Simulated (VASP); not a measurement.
Runs of VASP 6.6.1 on Li3ClO. The structure is that of space group P4/mmm (No. 123), or close to it. The cells are those of the table. 

```csv
cell,gap on the mesh (eV)
"a = 3.678, b = 3.678, c = 4.413 Å, 5 atoms",3.98
"a = 4.018, b = 4.018, c = 3.697 Å, 5 atoms",4.43
"a = 3.414, b = 3.414, c = 5.121 Å, 5 atoms",(a)
"a = 3.482, b = 3.482, c = 4.924 Å, 5 atoms",(b)
"a = 3.581, b = 3.581, c = 4.655 Å, 5 atoms",3.87
```

Alike in all rows: task single point; level LDA; potentials or basis VASP PAW LDA potentials, release 64 (Li_sv, Cl, O); no spin polarisation; k mesh 6 × 6 × 6; cutoff (eV) 520; smearing gaussian 0.05 eV.

Fill in the values left out.

(a) 3.74; (b) 3.78.

A k mesh can miss the band edges.
